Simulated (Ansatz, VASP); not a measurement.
## Sn in VASP and in Ansatz

```xyz
1
Lattice="3.2333 0.0000 0.0000 -1.6166 2.8001 0.0000 0.0000 0.0000 3.1694" Properties=species:S:1:pos:R:3 pbc="T T T"
Sn    0.0000    0.0000    0.0000
```

Alike in both runs: functional PBE; k mesh 6 × 6 × 6; occupations gaussian, width 0.1 eV; no spin polarisation.

Ansatz relaxed the structure, and its values are those at the end. VASP's run is a single point on that final structure, the one shown.

```csv
,VASP,Ansatz
version,VASP 6.6.1,Ansatz 0.2.0
potentials or method,"VASP PAW PBE potentials, release 64 (Sn_d), cutoff 500 eV","scalar-relativistic, plane waves, PAW"
valence electrons in the cell,14,14
```

|  | VASP | Ansatz | Ansatz less VASP |
| --- | --- | --- | --- |
| gap on the k mesh at the Fermi level (eV) | none | none | - |
| pressure (GPa) | 0.0 | 0.0 | +0.06 |

A gap of «none» marks a metal or a gap that the smearing closes. The functional is the same, so the differences come from potentials, cutoffs and numerics.

The k mesh is coarse, so the values compare programs but aren't converged.
